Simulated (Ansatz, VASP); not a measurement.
Two plane-wave programs on Tl

The input INCAR:

```
SYSTEM = Tl
ALGO = Normal
EDIFF = 1E-6
ENCUT = 520
ISIF = 2
ISMEAR = 0
LASPH = .TRUE.
LCHARG = .FALSE.
LREAL = .FALSE.
LWAVE = .FALSE.
NBANDS = 20
NELM = 60
PREC = Accurate
SIGMA = 0.05
```

The input KPOINTS:

```
k-points
0
G
  12 12 6
  0 0 0
```

The input POSCAR:

```
Tl
1.0
    3.4560000000      0.0000000000      0.0000000000
   -1.7280000000      2.9929837955      0.0000000000
    0.0000000000      0.0000000000      5.5250000000
Tl
2
Direct
    0.3333333333      0.6666666667      0.2500000000
    0.6666666667      0.3333333333      0.7500000000
```

Input for Ansatz:

```yaml
crystal:
  lattice:
    - [3.456, 0.0, 0.0]
    - [-1.728, 2.9929837955, 0.0]
    - [0.0, 0.0, 5.525]
  atoms:
    - { symbol: Tl, position: [0.3333333333, 0.6666666667, 0.25] }
    - { symbol: Tl, position: [0.6666666667, 0.3333333333, 0.75] }
basis:
  ecutwfc: 420
  fft_grid_basis: typed
kpoints:
  mp_grid: { grid: [12, 12, 6] }
hamiltonian:
  xc: lda
  pseudopotentials: { kind: paw }
scf:
  occupations: { method: gaussian, width: 0.05 }
output:
  forces: true
  stress: true
  eigenvalues: true
  bader: true
  write_density: true
  volumetric_format: npy
```

Alike in both runs: task single point; functional LDA; k mesh 12 × 12 × 6; occupations gaussian, width 0.05 eV; no spin polarisation.

|  | VASP | Ansatz |
| --- | --- | --- |
| version | VASP 6.6.1 | Ansatz 0.2.0 |
| potentials or method | VASP PAW LDA potentials, release 64 (Tl_d), cutoff 520 eV | scalar-relativistic, plane waves, PAW |
| valence electrons in the cell | 26 | 26 |

Ansatz gave:

| Property | Result |
| --- | --- |
| gap on the k mesh at the Fermi level (eV) | none |
| pressure (GPa) | -1.6 |
| traceless stress, the component that is largest in VASP (GPa) | -0.62 |

Task: Which values does VASP return?

Result: gap on the k mesh at the Fermi level (eV): none; pressure (GPa): -1.6; traceless stress, the component that is largest in VASP (GPa): -0.60.

LDA's correlation is that of Perdew and Zunger in VASP and of Perdew and Wang (1992) in Ansatz. A gap of «none» marks a metal or a gap that the smearing closes.

Spin-orbit coupling is off throughout.
